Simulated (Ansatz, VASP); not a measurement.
# One calculation of MgO, two programs

The input INCAR:

```
SYSTEM = MgO
ALGO = Normal
EDIFF = 1E-6
ENCUT = 520
GGA = PE
ISIF = 2
ISMEAR = 0
LASPH = .TRUE.
LCHARG = .FALSE.
LREAL = .FALSE.
LWAVE = .FALSE.
NBANDS = 16
NELM = 80
PREC = Accurate
SIGMA = 0.05
```

Contents of KPOINTS:

```
k-points
0
G
  9 9 6
  0 0 0
```

Contents of POSCAR:

```
MgO
1.0
    3.6540632219      0.0000000000      0.0000000000
   -1.8270316110      3.1645115772      0.0000000000
    0.0000000000      0.0000000000      4.1258027838
Mg O
2 2
Direct
    0.6666666667      0.3333333333      0.7500000000
    0.3333333333      0.6666666667      0.2500000000
    0.6666666667      0.3333333333      0.2500000000
    0.3333333333      0.6666666667      0.7500000000
```

Input for Ansatz:

```yaml
crystal:
  lattice:
    - [3.6540632219, 0.0, 0.0]
    - [-1.827031611, 3.1645115772, 0.0]
    - [0.0, 0.0, 4.1258027838]
  atoms:
    - { symbol: Mg, position: [0.6666666667, 0.3333333333, 0.75] }
    - { symbol: Mg, position: [0.3333333333, 0.6666666667, 0.25] }
    - { symbol: O, position: [0.6666666667, 0.3333333333, 0.25] }
    - { symbol: O, position: [0.3333333333, 0.6666666667, 0.75] }
basis:
  ecutwfc: 520.0
kpoints:
  mp_grid: { grid: [9, 9, 6] }
hamiltonian:
  xc: pbe
  pseudopotentials: { kind: paw, azcp: { folder: soft_1 } }
scf:
  occupations: { method: gaussian, width: 0.05 }
output:
  forces: true
  stress: true
  eigenvalues: true
```

Alike in both runs: task single point; functional PBE; k mesh 9 × 9 × 6; occupations gaussian, width 0.05 eV; no spin polarisation.

|  | VASP | Ansatz |
| --- | --- | --- |
| version | VASP 6.6.1 | Ansatz 0.2.0 |
| potentials or method | VASP PAW PBE potentials, release 64 (Mg, O), cutoff 520 eV | scalar-relativistic, plane waves, PAW |
| valence electrons in the cell | 16 | 32 |

|  | VASP | Ansatz | Ansatz less VASP |
| --- | --- | --- | --- |
| gap on the k mesh at the Fermi level (eV) | 3.14 | 3.16 | +0.019 |
| least direct gap on the mesh (eV) | 3.14 | 3.16 | +0.019 |
| pressure (GPa) | -4.7 | -4.1 | +0.57 |
| traceless stress, the component that is largest in VASP (GPa) | 5.41 | 5.47 | +0.065 |

VASP's potentials hold 16 valence electrons a cell and Ansatz's 32, so a difference there can come from the potentials and not from the codes.
